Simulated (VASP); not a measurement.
The system is Mg3SnO.

```
Sn O Mg
1.0
     4.38881    0.00000    0.00000
     0.00000    4.38881    0.00000
     0.00000    0.00000    4.38881
Sn O Mg
1 1 3
Direct
  0.00000 0.00000 0.00000
  0.50000 0.50000 0.50000
  0.50000 0.50000 0.00000
  0.50000 0.00000 0.50000
  0.00000 0.50000 0.50000
```

- Program: VASP 6.6.1
- Task: relaxation of cell and atoms
- Functional: r2SCAN
- Potentials or basis: VASP PAW PBE potentials, release 64 (Sn_d, O, Mg)
- Cutoff: 600 eV
- k mesh: 6 × 6 × 6
- Occupations: fermi-dirac, width 0.02 eV
- Spin: no spin polarisation

At the start: pressure -2.6 GPa; volume 16.91 Å³/atom.

Task: How do energy, volume and symmetry change on relaxing?

Result: Over 3 steps the energy falls by 5.2 meV/atom and the volume is 16.30 Å³/atom (-3.6 %); space group Pm-3m (No. 221, to 0.1 Å) before and after.

Step by step:
```tsv
step	energy change (eV)	largest force (eV/Å)	pressure (GPa)	volume (Å³)
1	0.0000	0.0000	-2.65	84.54
2	-0.0256	0.0000	0.32	81.16
3	-0.0259	0.0000	0.00	81.49
```

Final structure:
```
Sn O Mg
1.0
     4.33550    0.00000    0.00000
     0.00000    4.33550    0.00000
     0.00000    0.00000    4.33550
Sn O Mg
1 1 3
Direct
  0.00000 0.00000 0.00000
  0.50000 0.50000 0.50000
  0.50000 0.50000 0.00000
  0.50000 0.00000 0.50000
  0.00000 0.50000 0.50000
```

Caveat: the PAW data sets were made with another functional, which shifts forces and pressure a little.
